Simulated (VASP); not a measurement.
The system is Mo.

```
CELL_PARAMETERS angstrom
2.73551 0.00000 0.00000
-1.36776 2.36902 0.00000
0.00000 0.00000 2.55518
ATOMIC_POSITIONS crystal
Mo 0.00000 0.00000 0.50000
```

- Program: VASP 6.6.1
- Task: relaxation of cell and atoms
- Functional: PBEsol
- Potentials or basis: VASP PAW PBE potentials, release 64 (Mo_sv)
- Cutoff: 600 eV
- k mesh: 11 × 11 × 11
- Occupations: methfessel-paxton, width 0.15 eV
- Spin: no spin polarisation

At the start: pressure -4.3 GPa; volume 16.56 Å³/atom.

Q: Where does the relaxation end?

A: Over 8 steps the energy falls by 20.1 meV/atom and the volume is 16.23 Å³/atom (-2.0 %); space group P6/mmm (No. 191, to 0.05 Å).

Step by step:
```tsv
step	energy change (eV)	largest force (eV/Å)	pressure (GPa)	volume (Å³)
1	0.0000	0.0000	-4.32	16.56
2	0.0265	0.0000	13.06	15.49
3	-0.0189	0.0000	1.45	16.13
4	-0.0190	0.0000	1.69	16.12
5	-0.0175	0.0000	-2.14	16.40
6	-0.0201	0.0000	0.11	16.23
7	-0.0201	0.0000	-0.15	16.25
8	-0.0201	0.0000	-0.03	16.23
```

Final structure:
```xyz
1
Lattice="2.7470 0.0000 0.0000 -1.3735 2.3790 0.0000 0.0000 0.0000 2.4842" Properties=species:S:1:pos:R:3 pbc="T T T"
Mo    0.0000    0.0000    1.2421
```

Caveat: the PAW data sets were made with another functional, which shifts forces and pressure a little.
